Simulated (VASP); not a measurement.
B17N16 (a cell with a defect): single point with PBE+D3(BJ)

The system is B17N16 (a cell with a defect).

```
B N
1.0
    -5.01223    2.89381    3.29488
     0.00000   -5.78762    3.29488
     5.01223    2.89381    3.29488
B N
17 16
Cartesian
  3.7587 -0.7199 6.5895
  2.5050 1.4535 6.4825
  1.2606 3.6145 6.5078
  -3.7657 -0.7408 6.6145
  0.0019 -0.0066 9.9022
  0.0002 -1.4404 3.1903
  -1.2546 0.7027 3.5369
  -1.2536 -0.7940 6.5121
  -2.5028 -2.9101 6.5763
  -2.5573 1.4853 6.6530
  1.2446 0.7209 3.2155
  1.2586 -0.7407 6.6124
  -0.0042 -2.9102 6.5756
  0.0507 1.4854 6.6522
  -1.2535 3.6272 6.5949
  2.5034 -2.9003 6.6071
  -1.2565 0.3984 5.2218
  -1.2535 2.1850 3.2362
  -2.5291 -1.4685 6.6390
  1.2551 -2.1776 3.2758
  1.2565 2.1637 3.2807
  0.0276 -0.0148 3.1240
  0.0221 -1.4685 6.6368
  -1.2532 0.7434 6.6856
  3.7588 2.1686 3.2871
  2.5075 0.0078 3.2956
  2.5095 -1.4498 6.5914
  1.2503 0.7162 6.5690
  -3.7634 2.1635 3.2810
  -0.0023 2.9016 6.5891
  -0.0043 -4.3437 3.2980
  -1.2535 -2.1711 3.2238
  -2.5349 -0.0149 3.1182
```

```yaml
Program: VASP 6.6.1
Task: single point
Functional: PBE
Dispersion: D3(BJ)
Potentials_or_basis: VASP PAW PBE potentials, release 64 (B, N)
Cutoff: 520 eV
k_mesh: 2 × 2 × 2, shifted
Occupations: gaussian, width 0.02 eV
Spin: collinear spin
Dipole_correction: no
Further_INCAR_settings: LREAL = Auto; ALGO = Normal; EDIFF = 1e-07; NBANDS = 92
```

- Pressure: 3.6 GPa
- Largest force: 0.052 eV/Å
- Band gap on the k mesh: 0.79 eV
- Net moment: 1.00 μB per cell
- Site moments: B +0.00, -0.00, +0.01, +0.10, +0.26; N +0.05, +0.06, +0.01, +0.00, -0.00, +0.04 μB
- Valence electrons inside the program's atomic spheres: B 2.17, 2.19, 2.18, 2.09, 1.90; N 4.01, 4.02, 4.03, 4.00
- Dispersion energy per atom: -0.147 eV

Forces in eV/Å, atoms in the order of the input:
```
B    0.003 -0.010  0.004
B    0.002  0.015  0.005
B    0.005  0.003 -0.008
B   -0.002  0.000 -0.007
B    0.002  0.001 -0.004
B   -0.003  0.016  0.005
B    0.003  0.002  0.003
B    0.000 -0.027  0.024
B    0.000 -0.007  0.006
B   -0.006  0.005  0.004
B   -0.007 -0.003 -0.005
B    0.003 -0.002 -0.005
B   -0.002 -0.007  0.006
B    0.002  0.000 -0.002
B   -0.002 -0.001 -0.001
B    0.001  0.004 -0.009
B    0.006  0.012 -0.050
N    0.000  0.011  0.000
N    0.001  0.004 -0.009
N    0.005  0.007  0.001
N   -0.002  0.004  0.004
N    0.013 -0.019  0.001
N   -0.002  0.004 -0.008
N   -0.004  0.017  0.023
N   -0.005 -0.005  0.007
N    0.001 -0.007  0.003
N   -0.006 -0.005  0.003
N   -0.007  0.010  0.000
N    0.004  0.003  0.001
N    0.001 -0.008  0.003
N    0.004 -0.002  0.002
N    0.000  0.004 -0.005
N   -0.011 -0.018  0.009
```

Stress tensor (GPa, compression positive):
```
 4.46  0.01  0.00
 0.01  4.80 -0.05
 0.00 -0.05  1.41
```

Levels at points of the mesh, in eV from the valence-band top:
Spin up:
| k point | band 64 | band 65 | band 66 | band 67 | band 68 | band 69 |
| --- | --- | --- | --- | --- | --- | --- |
| (0.25, 0.25, 0.25) | -2.50 | -0.96 | 0.00 | 1.23 | 2.96 | 3.38 |
Spin down:
| k point | band 62 | band 63 | band 64 | band 65 | band 66 | band 67 | band 68 | band 69 |
| --- | --- | --- | --- | --- | --- | --- | --- | --- |
| (0.25, 0.25, 0.25) | -2.75 | -2.49 | -2.42 | -0.77 | 0.83 | 1.40 | 3.00 | 3.43 |

It took 4.2 min on 1 thread of Intel(R) Xeon(R) 6975P-C (Granite Rapids), on a shared host, peak memory 0.5 GiB.
